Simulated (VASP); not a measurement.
**BeS: single point with PBE**

BeS:

```
Be S
1.0
     0.00000    2.38863    2.38863
     2.38863    0.00000    2.38863
     2.38863    2.38863    0.00000
Be S
1 1
Direct
  0.00000 0.00000 0.00000
  0.75000 0.75000 0.75000
```

This cell differs from its parent crystal: strain -0.015 along x and y, -0.015 along z.

```json
{
 "Program": "VASP 6.6.1",
 "Task": "single point",
 "Functional": "PBE",
 "Potentials or basis": "VASP PAW PBE potentials, release 64 (Be, S)",
 "Cutoff": "520 eV",
 "k mesh": "8 × 8 × 8",
 "Occupations": "gaussian, width 0.05 eV",
 "Spin": "no spin polarisation",
 "Dipole correction": "no",
 "Further INCAR settings": "ALGO = Normal; EDIFF = 1e-06; NBANDS = 11"
}
```

* Pressure: 6.4 GPa
* Band gap on the k mesh: 3.00 eV, indirect (least direct gap 5.65 eV)

Levels at points of the mesh, in eV from the valence-band top:
| k point | band 2 | band 3 | band 4 | band 5 | band 6 | band 7 |
| --- | --- | --- | --- | --- | --- | --- |
| (0.00, 0.00, 0.00) | 0.00 | 0.00 | 0.00 | 5.65 | 5.65 | 5.65 |
| (0.50, 0.00, 0.00) | -6.09 | -1.10 | -1.10 | 5.64 | 6.55 | 6.55 |
| (0.50, 0.50, 0.00) | -5.26 | -2.80 | -2.80 | 3.00 | 4.87 | 13.15 |

Wall time 15 s on 1 thread of Intel Xeon 8259CL, on a shared host, peak memory 0.15 GiB.

Caveat: the cell differs from its parent crystal (strain -0.015 along x and y, -0.015 along z). A k mesh can miss the band edges.
